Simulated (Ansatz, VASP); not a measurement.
**Sc3Al5N8 in VASP and in Ansatz**

```
CELL_PARAMETERS angstrom
6.59581 -0.00042 -0.00455
-3.29827 5.71277 0.00000
-0.00689 -0.00398 10.24087
ATOMIC_POSITIONS crystal
Al 0.33784 0.16817 0.75092
Al 0.17063 0.83532 0.98807
Al 0.16758 0.83379 0.51001
Al 0.33784 0.66967 0.75092
Al 0.66847 0.32985 0.99636
Al 0.82904 0.16452 0.24988
Al 0.66237 0.33274 0.50336
Al 0.66847 0.83862 0.99636
Al 0.66237 0.82963 0.50336
Al 0.82688 0.66344 0.74893
Sc 0.16608 0.33304 0.99117
Sc 0.33728 0.16153 0.24576
Sc 0.16770 0.33385 0.49964
Sc 0.33728 0.67575 0.24576
Sc 0.82357 0.16179 0.74358
Sc 0.83769 0.66884 0.24380
N 0.14992 0.32496 0.20100
N 0.33964 0.15354 0.45145
N 0.18221 0.34111 0.70783
N 0.34701 0.15980 0.93894
N 0.16675 0.83337 0.17257
N 0.33964 0.68610 0.45145
N 0.16466 0.83233 0.69882
N 0.34701 0.68721 0.93894
N 0.67938 0.32561 0.18301
N 0.81042 0.15521 0.44504
N 0.65532 0.34392 0.68985
N 0.81576 0.15788 0.94333
N 0.67938 0.85377 0.18301
N 0.83508 0.66754 0.45287
N 0.65532 0.81141 0.68985
N 0.83139 0.66570 0.94016
```

Alike in both runs: functional PBE; k mesh 4 × 4 × 3; no spin polarisation.

Ansatz relaxed the structure, and its values are those at the end. VASP's run is a single point on that final structure, the one shown.

|  | VASP | Ansatz |
| --- | --- | --- |
| version | VASP 6.6.1 | Ansatz 0.2.0 |
| potentials or method | VASP PAW PBE potentials, release 64 (Al, Sc_sv, N) | scalar-relativistic, plane waves, PAW |
| plane-wave cutoff (eV) | 520 | 420 |
| occupations | gaussian, width 0.01 eV | fixed |
| valence electrons in the cell | 176 | 176 |

```csv
,VASP,Ansatz,Ansatz less VASP
gap on the k mesh at the Fermi level (eV),3.39,3.39,-0.004
least direct gap on the mesh (eV),3.45,3.45,-0.003
pressure (GPa),-0.5,-0.7,-0.23
rms of the force components (eV/Å),0.027,0.001,-0.0253
```

Ansatz's warnings: stress scf threshold loose.
